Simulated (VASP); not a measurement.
Input of a VASP 6.6.1 run:

The input POSCAR:

```
CaO
1.0
    0.0000000000      2.3975473904      2.3975473904
    2.3975473904      0.0000000000      2.3975473904
    2.3975473904      2.3975473904      0.0000000000
Ca O
1 1
Direct
    0.0000000000      0.0000000000      0.0000000000
    0.5000000000      0.5000000000      0.5000000000
```

File INCAR.step1:

```
SYSTEM = CaO
PREC     = Accurate       ! precision mode
ENCUT    = 910            ! plane-wave cutoff, eV
ISMEAR   = -1             ! smearing method
SIGMA    = 0.02           ! smearing width, eV
LREAL    = .FALSE.        ! projectors in reciprocal space
LASPH    = .TRUE.         ! aspherical terms in the spheres
NELM     = 120            ! most SCF steps
NBANDS   = 15             ! bands
GGA      = PE             ! functional
ALGO     = Normal         ! electronic algorithm
EDIFF    = 1E-5           ! SCF threshold, eV
LWAVE    = .TRUE.         ! write WAVECAR
LCHARG   = .FALSE.        ! write CHGCAR
GGA_COMPAT= .FALSE.
```

File INCAR.step2:

```
SYSTEM = CaO
PREC     = Accurate       ! precision mode
ENCUT    = 910            ! plane-wave cutoff, eV
EDIFF    = 1E-6           ! SCF threshold, eV
ISMEAR   = -1             ! smearing method
SIGMA    = 0.02           ! smearing width, eV
LREAL    = .FALSE.        ! projectors in reciprocal space
LASPH    = .TRUE.         ! aspherical terms in the spheres
NELM     = 120            ! most SCF steps
ALGO     = Normal         ! electronic algorithm
ISIF     = 2              ! what is computed and relaxed
LWAVE    = .FALSE.        ! write WAVECAR
LCHARG   = .FALSE.        ! write CHGCAR
METAGGA  = R2SCAN         ! meta-GGA
LMIXTAU  = .TRUE.       
NBANDS   = 15             ! bands
ISTART   = 1            
GGA_COMPAT= .FALSE.
```

Contents of KPOINTS:

```
regular mesh
0
G
  8 8 8
  0 0 0
```

Potentials or basis: VASP PAW PBE potentials, release 64 (Ca_sv, O_h).

Launch:

```console
$ cat potpaw_PBE.64/Ca_sv/POTCAR potpaw_PBE.64/O_h/POTCAR > POTCAR
$ cp INCAR.step1 INCAR
$ mpirun -np 1 vasp_std > vasp.out
$ cp INCAR.step2 INCAR
$ mpirun -np 1 vasp_std > vasp.out
```

Problem. What does it give for the pressure?

Solution. 0.9 GPa.

Problem. Estimate the band gap on the k mesh.

Solution. 4.19 eV (least direct gap 4.56 eV).

Caveat: the cutoff is under 1.25 times the usual one of these potentials, so pressure, stress and relaxed cells hold a basis-set (Pulay) error; the PAW data sets were made with another functional, which shifts forces and pressure a little. A k mesh can miss the band edges.
